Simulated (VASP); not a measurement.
Here is a VASP 6.6.1 calculation.

Contents of INCAR:

```
PREC = Accurate ; ENCUT = 520
EDIFF = 1E-7 ; ISMEAR = 0
SIGMA = 0.05 ; LREAL = Auto
LASPH = True ; NELM = 60
ALGO = Normal ; ISIF = 2
LWAVE = False ; LCHARG = False
GGA = PE ; IBRION = 2
NSW = 80 ; EDIFFG = -0.03
```

Contents of KPOINTS:

```
regular mesh
0
Gamma
  2 2 2
```

The input POSCAR:

```
Si
1.0
    0.0000000000      5.4300000000      5.4300000000
    5.4300000000      0.0000000000      5.4300000000
    5.4300000000      5.4300000000      0.0000000000
Si
17
Direct
    0.0000000000      0.0000000000      0.0000000000
    0.1250000000      0.1250000000      0.1250000000
    0.0000000000      0.0000000000      0.5000000000
    0.1250000000      0.1250000000      0.6250000000
    0.0000000000      0.5000000000      0.0000000000
    0.1250000000      0.6250000000      0.1250000000
    0.0000000000      0.5000000000      0.5000000000
    0.1250000000      0.6250000000      0.6250000000
    0.5000000000      0.0000000000      0.0000000000
    0.6250000000      0.1250000000      0.1250000000
    0.5000000000      0.0000000000      0.5000000000
    0.6250000000      0.1250000000      0.6250000000
    0.5000000000      0.5000000000      0.0000000000
    0.6250000000      0.6250000000      0.1250000000
    0.5000000000      0.5000000000      0.5000000000
    0.6250000000      0.6250000000      0.6250000000
    0.8162558900      0.5576764500      0.8140286600
```

Potentials or basis: VASP PAW PBE potentials, release 64 (Si).

Launch:

```sh
$ cat potpaw_PBE.64/Si/POTCAR > POTCAR
$ mpirun -np 1 vasp_std > vasp.out
```

(1) What does it give for the band gap on the k mesh?

(2) What does it give for the energy gained by relaxing?

## Answers

(1) 0.04 eV.

(2) 56.0 meV/atom.

Caveat: the k points lie up to 0.50 Å⁻¹ apart; semilocal functionals underestimate gaps, and a narrow one can read as zero.
